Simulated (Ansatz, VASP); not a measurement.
TaN in VASP and in Ansatz

INCAR

```
SYSTEM = TaN
PREC = Accurate
ENCUT = 520
EDIFF = 1E-7
ISMEAR = 0
SIGMA = 0.1
LREAL = .False.
LASPH = .True.
NELM = 80
ALGO = Normal
ISIF = 2
LWAVE = .False.
LCHARG = .True.
GGA = PE
LELF = .True.
LVHAR = .True.
NBANDS = 15
```

KPOINTS

```
Automatic mesh
0
Gamma
  18 18 14
  0 0 0
```

POSCAR

```
TaN
1.0
    3.0326318016      0.0000000000      0.0000000000
   -1.5163159008      2.6263361806      0.0000000000
    0.0000000000      0.0000000000      2.8028814300
Ta N
1 1
Direct
    0.3333333333      0.6666666667      0.5000000000
    0.0000000000      0.0000000000      0.0000000000
```

Input for Ansatz:

```yaml
crystal:
  lattice:
    - [3.0326318016, 0.0, 0.0]
    - [-1.5163159008, 2.6263361806, 0.0]
    - [0.0, 0.0, 2.80288143]
  atoms:
    - { symbol: Ta, position: [0.3333333333, 0.6666666667, 0.5] }
    - { symbol: "N", position: [0.0, 0.0, 0.0] }
basis:
  ecutwfc: 420
kpoints:
  mp_grid: { grid: [18, 18, 14] }
hamiltonian:
  xc: pbe
scf:
  occupations: { method: gaussian, width: 0.1 }
output:
  forces: true
  stress: true
  eigenvalues: true
  populations: true
```

Alike in both runs: task single point; functional PBE; k mesh 18 × 18 × 14; occupations gaussian, width 0.1 eV; no spin polarisation.

|  | VASP | Ansatz |
| --- | --- | --- |
| version | VASP 6.6.1 | Ansatz 0.2.0 |
| potentials or method | VASP PAW PBE potentials, release 64 (Ta_pv, N), cutoff 520 eV | scalar-relativistic, plane waves, PAW |
| valence electrons in the cell | 16 | 18 |

|  | VASP | Ansatz | Ansatz less VASP |
| --- | --- | --- | --- |
| gap on the k mesh at the Fermi level (eV) | none | none | - |
| pressure (GPa) | -4.1 | -4.7 | -0.60 |
| traceless stress, the component that is largest in VASP (GPa) | 24.40 | 24.30 | -0.104 |

A gap of «none» marks a metal or a gap that the smearing closes. The functional is the same, so the differences come from potentials, cutoffs and numerics. VASP's potentials hold 16 valence electrons a cell and Ansatz's 18, so a difference there can come from the potentials and not from the codes.

Spin-orbit coupling is off throughout.
